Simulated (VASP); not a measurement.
# SrO (I4mm) in VASP: notebook

Runs on SrO. Level: PBE. Tasks: single point.

Everything below comes from runs of VASP 6.6.1. Logs are shortened: lines on timing, memory, paths and dates and some standing lists are left out, and cuts for length are marked.

### 1 The cell of the first run

Symmetry: I4mm, No. 107, tetragonal system. The conventional cell has a = 3.634 Å, b = 3.634 Å, c = 5.140 Å, α = 90.00°, β = 90.00°, γ = 90.00°. Within 3.1 Å of Sr (site symmetry 4mm) lie 6 O at 2.32 to 2.82 Å. O (site symmetry 4mm) has 6 Sr at 2.32 to 2.82 Å within 3.1 Å.

### 2 Single point, PBE

INCAR

```
  PREC = Accurate
  ENCUT = 520
  EDIFF = 1E-6
  ISMEAR = 0
  SIGMA = 0.05
  LREAL = False
  LASPH = True
  NELM = 100
  ALGO = Normal
  ISIF = 2
  LWAVE = False
  LCHARG = False
  GGA = PE
  NBANDS = 15
```

KPOINTS

```
Automatic mesh
0
Gamma
  8 8 8
```

POSCAR

```
SrO
1.0
    0.0000000000      2.5698000000      2.5698000000
    2.5698000000      0.0000000000      2.5698000000
    2.5698000000      2.5698000000      0.0000000000
Sr O
1 1
Direct
    0.0486419177      0.0486419177     -0.0486419177
    0.5000000000      0.5000000000      0.5000000000
```

Potentials or basis: VASP PAW PBE potentials, release 64 (Sr_sv, O).

On the command line:

```
> cat potpaw_PBE.64/Sr_sv/POTCAR potpaw_PBE.64/O/POTCAR > POTCAR
> mpirun -np 1 vasp_std > vasp.out
```

OUTCAR:

```text
PREC = Accurate
   ENCUT = 520
   EDIFF = 1E-6
   ISMEAR = 0
   LREAL = False
   LASPH = True
   NELM = 100
   ISIF = 2
   GGA = PE

 ion  position               nearest neighbor table
   1  0.049  0.049  0.951-   2 2.32   2 2.58   2 2.58   2 2.58   2 2.58   2 2.82
   2  0.500  0.500  0.500-   1 2.32   1 2.58   1 2.58   1 2.58   1 2.58   1 2.82

  LATTYP: Found a face centered cubic cell.
 ALAT       =     5.1396000000

  Lattice vectors:

 A1 = (   0.0000000000,   2.5698000000,   2.5698000000)
 A2 = (   2.5698000000,   0.0000000000,   2.5698000000)
 A3 = (   2.5698000000,   2.5698000000,   0.0000000000)

Analysis of symmetry for initial positions (statically):
=====================================================================
 Subroutine PRICEL returns:
 Original cell was already a primitive cell.

 Routine SETGRP: Setting up the symmetry group for a
 face centered cubic supercell.

 Subroutine GETGRP returns: Found  8 space group operations
 (whereof  8 operations were pure point group operations)
 out of a pool of 48 trial point group operations.

The static configuration has the point symmetry C_4v.

Analysis of symmetry for dynamics (positions and initial velocities):
=====================================================================
 Subroutine PRICEL returns:
 Original cell was already a primitive cell.

 Routine SETGRP: Setting up the symmetry group for a
 face centered cubic supercell.

 Subroutine GETGRP returns: Found  8 space group operations
 (whereof  8 operations were pure point group operations)
 out of a pool of 48 trial point group operations.

The dynamic configuration has the point symmetry C_4v.

 Subroutine INISYM returns: Found  8 space group operations
 (whereof  8 operations are pure point group operations),
 and found     1 'primitive' translations

----------------------------------------------------------------------------------------

                                     Primitive cell

  volume of cell :      33.9413

  direct lattice vectors                    reciprocal lattice vectors
     0.000000000  2.569800000  2.569800000    -0.194567671  0.194567671  0.194567671
     2.569800000  0.000000000  2.569800000     0.194567671 -0.194567671  0.194567671
     2.569800000  2.569800000  0.000000000     0.194567671  0.194567671 -0.194567671

  length of vectors
     3.634246013  3.634246013  3.634246013     0.337001091  0.337001091  0.337001091

  position of ions in fractional coordinates (direct lattice)
     0.048641918  0.048641918  0.951358082
     0.500000000  0.500000000  0.500000000

  ion indices of the primitive-cell ions
   primitive index   ion index
                 1           1
[... 86 lines left out ...]
   EMIN   =  10.00;   EMAX   =-10.00  energy-range for DOS
   EFERMI =   0.00;   METHOD = LEGACY
   ISMEAR =     0;   SIGMA  =   0.05  broadening in eV -4-tet -1-fermi 0-gaus
   EFERMI_NEDOS =   21; number of points for ismear=-14 and -15
   IALGO  =     38    algorithm
   IMIX   =      4    mixing-type and parameters
     AMIX     =   0.40;   BMIX     =  1.00
     AMIX_MAG =   1.60;   BMIX_MAG =  1.00
  volume/ion in A,a.u.               =      16.97       114.52
  Fermi-wavevector in a.u.,A,eV,Ry     =   1.274106  2.407711 22.086959  1.623346
  Thomas-Fermi vector in A             =   2.406892
   LORBIT       =      0    0 simple, 1 ext, 2 COOP (PROOUT), +10 PAW based schemes
   GGA     = PE    functional components
   LHFCALC =     F    Hartree Fock is set to
   AEXX    =    0.0000 exact exchange contribution
   IVDW    =     0    specifies the selected vdW correction
   LEPSILON=     F    determine dielectric tensor
   LRPA    =     F    only Hartree local field effects (RPA)
 non-spin polarized calculation
 Gauss-broadening in eV      SIGMA  =   0.05
  energy-cutoff  :      520.00
  volume of cell :       33.94
 maximum number of plane-waves:       941
   NGX = 13   NGY = 13   NGZ = 13

 number of electron      15.9999997 magnetization

 Free energy of the ion-electron system (eV)
  ---------------------------------------------------
  ext. energy  EPLUGINS =         0.00000000
  ---------------------------------------------------
  free energy    TOTEN  =       -11.95032759 eV

  energy without entropy =      -11.95032759  energy(sigma->0) =      -11.95032759

 E-fermi :   1.8944     XC(G=0): -10.0163

 val. band max:        1.5712037106   @ k =   0.0000   0.5000   0.5000
 cond. band min:       4.9428221228   @ k =   0.5000   0.5000   0.0000
 fundamental gap:      3.3716184122
 Fermi energy:         1.8943809122

 k-point     1 :       0.0000    0.0000    0.0000
  band No.  band energies     occupation
      1     -30.6711      2.00000
      2     -13.6278      2.00000
      3     -12.3080      2.00000
      4     -12.3080      2.00000
      5     -12.1563      2.00000
      6       1.4832      2.00000
      7       1.4832      2.00000
      8       1.5315      2.00000
      9       5.6150      0.00000
     10       7.9164      0.00000
     11       8.1501      0.00000
     12       8.1501      0.00000
     13      10.0776      0.00000
     14      10.4572      0.00000
[... 401 lines left out ...]
      2     -14.6407      2.00000
      3     -12.7773      2.00000
      4     -12.5457      2.00000
      5     -11.5789      2.00000
      6       0.4505      2.00000
      7       0.9682      2.00000
      8       1.0189      2.00000
      9       6.6718      0.00000
     10       8.9692      0.00000
     11      10.8820      0.00000
     12      11.3895      0.00000
     13      12.6615      0.00000
     14      14.1881      0.00000
     15      15.6322      0.00000

 [... further k-points ...]

------------------------ aborting loop because EDIFF is reached ----------------------------------------

  FORCE on cell =-STRESS in cart. coord.  units (eV):
  Direction    XX          YY          ZZ          XY          YZ          ZX
  --------------------------------------------------------------------------------------
  -------------------------------------------------------------------------------------
  Total        0.6100027      0.6100027      2.1985605      0.0000000      0.0000000      0.0000000
  in kB       28.7948217     28.7948217    103.7817584      0.0000000      0.0000000      0.0000000
  external PRESSURE =      53.7904673 kB  Pullay stress =       0.0000000 kB

 VOLUME and BASIS-vectors are now :
 -----------------------------------------------------------------------------
  energy-cutoff  :      520.00
  volume of cell :       33.94
      direct lattice vectors                 reciprocal lattice vectors
     0.000000000  2.569800000  2.569800000    -0.194567671  0.194567671  0.194567671
     2.569800000  0.000000000  2.569800000     0.194567671 -0.194567671  0.194567671
     2.569800000  2.569800000  0.000000000     0.194567671  0.194567671 -0.194567671

 POSITION                                       TOTAL-FORCE (eV/Angst)
 -----------------------------------------------------------------------------------
      2.56980      2.56980      0.25000         0.000000      0.000000     -0.861131
      2.56980      2.56980      2.56980         0.000000      0.000000      0.861131
 -----------------------------------------------------------------------------------
    total drift:                                0.000000      0.000000      0.000118

  FREE ENERGIE OF THE ION-ELECTRON SYSTEM (eV)
  ---------------------------------------------------
  free  energy   TOTEN  =       -11.9503275932 eV

  energy  without entropy=      -11.9503275932  energy(sigma->0) =      -11.95032759
```

Wall time 30 s (1 thread of Intel Xeon Platinum 8259CL at 2.50GHz (Skylake/Cascade Lake), shared host); peak memory 0.17 GiB.

What came out:

| Item | Value |
| --- | --- |
| Free energy | -11.9503 eV |
| Pressure | 5.4 GPa |
| Largest force | 0.861 eV/Å |
| Band gap on the k mesh | 3.37 eV, indirect (least direct gap 3.40 eV) |

Forces on the atoms (eV/Å):
```
Sr   0.000  0.000 -0.861
O    0.000  0.000  0.861
```

Stress tensor (GPa, compression positive):
```
 2.88  0.00  0.00
 0.00  2.88  0.00
 0.00  0.00 10.38
```

Caveat: the cell differs from its parent crystal (all Sr atoms moved -0.250 Å, as atom 1 towards its neighbour atom 2 (O) at 2.570 Å).

### 3 Single point, PBE

INCAR

```
SYSTEM = SrO
  PREC = Accurate
  ENCUT = 520
  EDIFF = 1E-7
  ISMEAR = 0
  SIGMA = 0.05
  LREAL = .False.
  LASPH = .True.
  NELM = 60
  ALGO = Normal
  ISIF = 2
  LWAVE = .False.
  LCHARG = .True.
  GGA = PE
  LELF = .True.
  LVHAR = .True.
  NBANDS = 15
```

KPOINTS

```
Automatic mesh
0
Gamma
  8 8 8
  0 0 0
```

Changes to POSCAR since step 2:

```diff
@@ -8,3 +8,3 @@
 Direct
-    0.0486419177      0.0486419177     -0.0486419177
+   -0.0851233559     -0.0851233559      0.0851233559
     0.5000000000      0.5000000000      0.5000000000
```

Potentials or basis: VASP PAW PBE potentials, release 64 (Sr_sv, O).

On the command line:

```
> cat potpaw_PBE.64/Sr_sv/POTCAR potpaw_PBE.64/O/POTCAR > POTCAR
> mpirun -np 1 vasp_std > vasp.out
```

It took 34 s on 1 thread of Intel Xeon Platinum 8259CL at 2.50GHz (Skylake/Cascade Lake), shared host; peak memory 0.17 GiB.

Results (log left out):

```yaml
Free_energy: -11.6539 eV
Pressure: 10.4 GPa
Largest_force: 2.525 eV/Å
Band_gap_on_the_k_mesh: 3.31 eV, indirect (least direct gap 3.40 eV)
```

Forces in eV/Å, atoms in the order of the input:
```
Sr   0.000  0.000  2.525
O    0.000  0.000 -2.525
```

Stress tensor (GPa, compression positive):
```
 2.26  0.00  0.00
 0.00  2.26  0.00
 0.00  0.00 26.71
```

Levels at points of the mesh, in eV from the valence-band top:
```tsv
k point	band 4	band 5	band 6	band 7	band 8	band 9	band 10	band 11	band 12	band 13
(0.00, 0.00, 0.00)	-13.87	-13.43	-0.52	-0.52	-0.33	3.87	6.33	7.01	7.01	8.47
(0.50, 0.00, 0.00)	-13.98	-12.51	-2.15	-1.19	-1.00	6.31	7.88	9.04	9.27	11.00
(0.50, 0.50, 0.00)	-14.27	-13.43	-0.19	-0.19	-0.09	3.31	6.89	9.78	10.35	11.15
(0.00, 0.50, 0.50)	-14.23	-13.39	-1.04	-0.54	-0.07	4.53	7.33	10.49	10.59	11.16
```

Caveat: the cell differs from its parent crystal (all Sr atoms moved +0.438 Å, as atom 1 towards its neighbour atom 2 (O) at 2.570 Å); forces of over 1 eV/Å act on the atoms, so gaps and moduli don't describe the material at rest.

### 4 Single point, PBE

INCAR

```
SYSTEM = SrO
  ALGO = Normal
  EDIFF = 1E-6
  ENCUT = 520
  GGA = PE
  ISIF = 2
  ISMEAR = 0
  LASPH = .True.
  LCHARG = .True.
  LELF = .True.
  LREAL = .False.
  LVHAR = .True.
  LWAVE = .False.
  NBANDS = 15
  NELM = 80
  PREC = Accurate
  SIGMA = 0.05
```

KPOINTS

```
k-points
0
Gamma
  8 8 8
  0 0 0
```

Changes to POSCAR since step 3:

```diff
@@ -8,3 +8,3 @@
 Direct
-   -0.0851233559     -0.0851233559      0.0851233559
+   -0.0608023971     -0.0608023971      0.0608023971
     0.5000000000      0.5000000000      0.5000000000
```

On the command line:

```
> cat potpaw_PBE.64/Sr_sv/POTCAR potpaw_PBE.64/O/POTCAR > POTCAR
> mpirun -np 1 vasp_std > vasp.out
```

Wall time 30 s (1 thread of Intel Xeon Platinum 8259CL at 2.50GHz (Skylake/Cascade Lake), shared host); peak memory 0.18 GiB.

Results (log left out):

| Property | Result |
| --- | --- |
| Free energy | -11.8843 eV |
| Pressure | 6.6 GPa |
| Largest force | 1.272 eV/Å |
| Band gap on the k mesh | 3.37 eV, indirect (least direct gap 3.42 eV) |

Forces in eV/Å, atoms in the order of the input:
```
Sr   0.000  0.000  1.272
O    0.000  0.000 -1.272
```

Stress tensor (GPa, compression positive):
```
 2.64  0.00  0.00
 0.00  2.64  0.00
 0.00  0.00 14.54
```

Levels at points of the mesh, in eV from the valence-band top:
```tsv
k point	band 6	band 7	band 8	band 9	band 10	band 11
(0.00, 0.00, 0.00)	-0.20	-0.20	-0.12	4.01	6.35	6.71
(0.50, 0.00, 0.00)	-2.08	-1.08	-0.99	6.52	8.08	9.03
(0.50, 0.50, 0.00)	-0.19	-0.06	-0.06	3.37	7.45	9.99
(0.00, 0.50, 0.50)	-0.56	-0.41	-0.01	4.06	7.64	10.47
```

Caveat: the cell differs from its parent crystal (all Sr atoms moved +0.312 Å, as atom 1 towards its neighbour atom 2 (O) at 2.570 Å); forces of over 1 eV/Å act on the atoms, so gaps and moduli don't describe the material at rest.

### 5 Single point, PBE

INCAR

```
SYSTEM = SrO
  PREC = Accurate
  ENCUT = 520
  EDIFF = 1E-6
  ISMEAR = 0
  SIGMA = 0.05
  LREAL = .False.
  LASPH = .True.
  NELM = 100
  ALGO = Normal
  ISIF = 2
  LWAVE = .False.
  LCHARG = .True.
  GGA = PE
  LELF = .True.
  LVHAR = .True.
  NBANDS = 15
```

KPOINTS

```
Automatic mesh
0
Gamma
  8 8 8
  0 0 0
```

Changes to POSCAR since step 4:

```diff
@@ -8,3 +8,3 @@
 Direct
-   -0.0608023971     -0.0608023971      0.0608023971
+   -0.0364814382     -0.0364814382      0.0364814382
     0.5000000000      0.5000000000      0.5000000000
```

Potentials or basis: VASP PAW PBE potentials, release 64 (Sr_sv, O).

On the command line:

```
> cat potpaw_PBE.64/Sr_sv/POTCAR potpaw_PBE.64/O/POTCAR > POTCAR
> mpirun -np 1 vasp_std > vasp.out
```

OUTCAR:

```text
SYSTEM = SrO
   PREC = Accurate
   ENCUT = 520
   EDIFF = 1E-6
   ISMEAR = 0
   LREAL = .False.
   LASPH = .True.
   NELM = 100
   ISIF = 2
   GGA = PE

 ion  position               nearest neighbor table
   1  0.964  0.964  0.036-   2 2.38   2 2.58   2 2.58   2 2.58   2 2.58   2 2.76
   2  0.500  0.500  0.500-   1 2.38   1 2.58   1 2.58   1 2.58   1 2.58   1 2.76

  LATTYP: Found a face centered cubic cell.
 ALAT       =     5.1396000000

  Lattice vectors:

 A1 = (   0.0000000000,   2.5698000000,   2.5698000000)
 A2 = (   2.5698000000,   0.0000000000,   2.5698000000)
 A3 = (   2.5698000000,   2.5698000000,   0.0000000000)

Analysis of symmetry for initial positions (statically):
=====================================================================
 Subroutine PRICEL returns:
 Original cell was already a primitive cell.

 Routine SETGRP: Setting up the symmetry group for a
 face centered cubic supercell.

 Subroutine GETGRP returns: Found  8 space group operations
 (whereof  8 operations were pure point group operations)
 out of a pool of 48 trial point group operations.

The static configuration has the point symmetry C_4v.

Analysis of symmetry for dynamics (positions and initial velocities):
[... 165 lines left out ...]

 k-point     1 :       0.0000    0.0000    0.0000
  band No.  band energies     occupation
      1     -30.6899      2.00000
      2     -13.5390      2.00000
      3     -12.3269      2.00000
      4     -12.3269      2.00000
      5     -12.2398      2.00000
      6       1.5629      2.00000
      7       1.5629      2.00000
      8       1.5881      2.00000
      9       5.6355      0.00000
     10       7.9020      0.00000
     11       8.0350      0.00000
     12       8.0350      0.00000
     13      10.0671      0.00000
     14      10.2831      0.00000
[... 401 lines left out ...]
      2     -14.5565      2.00000
      3     -12.7857      2.00000
      4     -12.5603      2.00000
      5     -11.6615      2.00000
      6       0.4506      2.00000
      7       0.9460      2.00000
      8       1.0304      2.00000
      9       6.6783      0.00000
     10       9.1051      0.00000
     11      10.8589      0.00000
     12      11.3743      0.00000
     13      12.7050      0.00000
     14      14.1272      0.00000
     15      15.5481      0.00000

 [... further k-points ...]
[... 5 lines left out ...]
  --------------------------------------------------------------------------------------
  -------------------------------------------------------------------------------------
  Total        0.6606119      0.6606119      1.5446033      0.0000000      0.0000000      0.0000000
  in kB       31.1837968     31.1837968     72.9120936      0.0000000      0.0000000      0.0000000
  external PRESSURE =      45.0932291 kB  Pullay stress =       0.0000000 kB

 VOLUME and BASIS-vectors are now :
 -----------------------------------------------------------------------------
  energy-cutoff  :      520.00
  volume of cell :       33.94
      direct lattice vectors                 reciprocal lattice vectors
     0.000000000  2.569800000  2.569800000    -0.194567671  0.194567671  0.194567671
     2.569800000  0.000000000  2.569800000     0.194567671 -0.194567671  0.194567671
     2.569800000  2.569800000  0.000000000     0.194567671  0.194567671 -0.194567671

 POSITION                                       TOTAL-FORCE (eV/Angst)
 -----------------------------------------------------------------------------------
      2.56980      2.56980      4.95210         0.000000      0.000000      0.553813
      2.56980      2.56980      2.56980         0.000000      0.000000     -0.553813
 -----------------------------------------------------------------------------------
    total drift:                               -0.000000     -0.000000     -0.000026

  FREE ENERGIE OF THE ION-ELECTRON SYSTEM (eV)
  ---------------------------------------------------
  free  energy   TOTEN  =       -11.9940593596 eV

  energy  without entropy=      -11.9940593596  energy(sigma->0) =      -11.99405936
```

OSZICAR:

```text
N       E                     dE             d eps       ncg     rms          rms(c)
DAV:   1     0.651920434920E+02    0.65192E+02   -0.82866E+03  1770   0.103E+03
DAV:   2    -0.108160031644E+02   -0.76008E+02   -0.70174E+02  2408   0.219E+02
DAV:   3    -0.141521477957E+02   -0.33361E+01   -0.33202E+01  2459   0.401E+01
DAV:   4    -0.142240633176E+02   -0.71916E-01   -0.71909E-01  2145   0.574E+00
DAV:   5    -0.142259840623E+02   -0.19207E-02   -0.19207E-02  2299   0.699E-01    0.173E+01
DAV:   6    -0.121408759297E+02    0.20851E+01   -0.67744E+00  1819   0.199E+01    0.198E+01
DAV:   7    -0.120017355312E+02    0.13914E+00   -0.30672E-01  2071   0.497E+00    0.114E+01
DAV:   8    -0.119917238371E+02    0.10012E-01   -0.11682E-01  2288   0.339E+00    0.547E-01
DAV:   9    -0.119933945507E+02   -0.16707E-02   -0.56775E-03  2340   0.491E-01    0.235E-01
DAV:  10    -0.119938942564E+02   -0.49971E-03   -0.44434E-04  1910   0.191E-01    0.753E-02
DAV:  11    -0.119940389316E+02   -0.14468E-03   -0.13259E-04  1945   0.851E-02    0.283E-02
DAV:  12    -0.119940597261E+02   -0.20794E-04   -0.25330E-05  1889   0.373E-02    0.135E-02
DAV:  13    -0.119940593596E+02    0.36647E-06   -0.92566E-07  1760   0.952E-03
   1 F= -.11994059E+02 E0= -.11994059E+02  d E =-.785297E-21
```

stdout:

```text
POSCAR found type information on POSCAR SrO
 POSCAR found :  2 types and       2 ions
 scaLAPACK will be used
 LDA part: xc-table for (Slater+PW92), standard interpolation
 POSCAR, INCAR and KPOINTS ok, starting setup
 FFT: planning ... GRIDC
 FFT: planning ... GRID_SOFT
 FFT: planning ... GRID
 WAVECAR not read
 entering main loop
```

It took 28 s on 1 thread of Intel Xeon Platinum 8259CL at 2.50GHz (Skylake/Cascade Lake), shared host; peak memory 0.18 GiB.

What came out:

```
Free energy            : -11.9941 eV
Pressure               : 4.5 GPa
Largest force          : 0.554 eV/Å
Band gap on the k mesh : 3.35 eV, indirect (least direct gap 3.38 eV)
```

Forces on the atoms (eV/Å):
```
Sr   0.000  0.000  0.554
O    0.000  0.000 -0.554
```

Caveat: the cell differs from its parent crystal (all Sr atoms moved +0.188 Å, as atom 1 towards its neighbour atom 2 (O) at 2.570 Å).
